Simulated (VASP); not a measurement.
A run of VASP 6.6.1:

Contents of INCAR:

```
PREC = Accurate ; ENCUT = 520
EDIFF = 1E-6 ; ISMEAR = 0
SIGMA = 0.1 ; LREAL = F
LASPH = T ; NELM = 60
ALGO = Normal ; ISIF = 2
LWAVE = F ; LCHARG = T
LDIPOL = T ; IDIPOL = 3
DIPOL = 0.5 0.5 0.363 ; GGA = PE
LELF = T ; LVHAR = T
LVACPOTAV = T ; NBANDS = 38
```

KPOINTS

```
Automatic mesh
0
Gamma
  8 8 1
```

File POSCAR:

```
SiW4
1.0
    3.1836991705      0.0000000000      0.0000000000
    0.0000000000      3.1836991705      0.0000000000
    0.0000000000      0.0000000000     20.1425770829
W Si
4 1
Direct
    0.5000000000      0.5000000000      0.1985843213
    0.0000000000      0.0000000000      0.2776134138
    0.5000000000      0.5000000000      0.3599451672
    0.0000000000      0.0000000000      0.4290700762
    0.0000000000      0.0000000000      0.5505738451
```

Potentials or basis: VASP PAW PBE potentials, release 64 (W_sv, Si).

The run is started by

```console
$ cat potpaw_PBE.64/W_sv/POTCAR potpaw_PBE.64/Si/POTCAR > POTCAR
$ mpirun -np 1 vasp_std > vasp.out
```

Hardware: 1 thread of Intel(R) Xeon(R) 6975P-C (Granite Rapids) (shared host).

**Question.** Estimate the wall time of this run.

**Answer.** Run time: 77 s on 1 thread of Intel(R) Xeon(R) 6975P-C (Granite Rapids), with other jobs on the host, peak memory 0.32 GiB. Counts: scf iterations 29, k points 15.
